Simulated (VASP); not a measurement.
**Cu: single point with PBE**

Crystal: Cu.

```
CELL_PARAMETERS angstrom
-1.22936 1.22936 1.73973
1.22936 -1.22936 1.73973
1.22936 1.22936 -1.73973
ATOMIC_POSITIONS crystal
Cu 0.00000 0.00000 0.00000
```

```yaml
Program: VASP 6.6.1
Task: single point
Functional: PBE
Potentials_or_basis: VASP PAW PBE potentials, release 64 (Cu)
Cutoff: 520 eV
k_mesh: 30 × 30 × 30
Occupations: gaussian, width 0.1 eV
Spin: no spin polarisation
Dipole_correction: no
Further_INCAR_settings: ALGO = Fast; EDIFF = 1e-07; NBANDS = 12
```

The pressure is 25.4 GPa. The band gap on the k mesh is zero (an odd number of electrons rules out a gap without spin polarisation).

Levels at points of the mesh, in eV from the Fermi level:
```csv
k point,band 3,band 4,band 5,band 6,band 7,band 8,band 9,band 10
"(0.00, 0.00, 0.00)",-3.45,-3.45,-2.47,-2.47,23.47,27.04,27.04,27.04
"(0.50, 0.00, 0.00)",-3.50,-1.79,-1.79,-1.40,4.34,21.91,23.88,23.91
"(0.50, 0.50, 0.00)",-1.81,-1.62,-1.62,1.38,7.93,13.96,13.96,18.77
"(0.50, 0.50, 0.50)",-1.81,-1.62,-1.62,1.36,7.91,13.98,13.98,18.78
```

Run time: 2.1 min on 1 thread of Intel(R) Xeon(R) 6975P-C (Granite Rapids), on a shared host, peak memory 0.34 GiB.

Caveat: the cell stands under pressure.
